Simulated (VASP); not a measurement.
Wanted: the native input for a VASP 6.6.1 run.

```
Task                   : single point
Functional             : PBE
Potentials or basis    : VASP PAW PBE potentials, release 64 (Ni)
Cutoff                 : 520 eV
k mesh                 : 24 × 24 × 13
Occupations            : fermi-dirac, width 0.05 eV
Spin                   : collinear spin, ferromagnetic start
Starting moments       : [0.688, 0.688] μB
Dipole correction      : no
Further INCAR settings : ALGO = Normal; EDIFF = 1e-06; NBANDS = 21
```

The structure of Ni lies in POSCAR:

```
Ni
1.0
    2.4199244257      0.0000000000      0.0000000000
   -1.2099622129      2.0957160279      0.0000000000
    0.0000000000      0.0000000000      3.9660096647
Ni
2
Direct
    0.3333333333      0.6666666667      0.2500000000
    0.6666666667      0.3333333333      0.7500000000
```

This isn't the form of Ni at room conditions, which is fcc.

These files were run (other wordings do the same):

INCAR

```
PREC     = Accurate       # precision mode
ENCUT    = 520            # plane-wave cutoff, eV
EDIFF    = 1E-6           # SCF threshold, eV
ISMEAR   = -1             # smearing method
SIGMA    = 0.05           # smearing width, eV
LREAL    = F              # projectors in reciprocal space
LASPH    = T              # aspherical terms in the spheres
NELM     = 150            # most SCF steps
ALGO     = Normal         # electronic algorithm
ISIF     = 2              # what is computed and relaxed
LWAVE    = F              # write WAVECAR
LCHARG   = T              # write CHGCAR
ISPIN    = 2              # spin polarisation
MAGMOM   = 0.688 0.688    # initial moments
LORBIT   = 11             # projections on sites
LMAXMIX  = 4              # l up to which the mixer works
GGA      = PE             # functional
LELF     = T              # ELF
LVHAR    = T            
NBANDS   = 21             # bands
```

KPOINTS

```
regular mesh
0
Gamma
  24 24 13
```

Potentials or basis: VASP PAW PBE potentials, release 64 (Ni).

Run with:

```bash
$ cat potpaw_PBE.64/Ni/POTCAR > POTCAR
$ mpirun -np 1 vasp_std > vasp.out
```

Results of the run:

| Property | Result |
| --- | --- |
| Pressure | 19.5 GPa |
| Net moment | 1.22 μB per cell |
| Site moments | Ni +0.62 μB |
| Valence electrons inside the program's atomic spheres | Ni 9.46 |

Caveat: the cell stands under pressure.

Wall time 6.8 min on 1 thread of AMD EPYC 9755 128-Core Processor (shared host), peak memory 0.3 GiB.
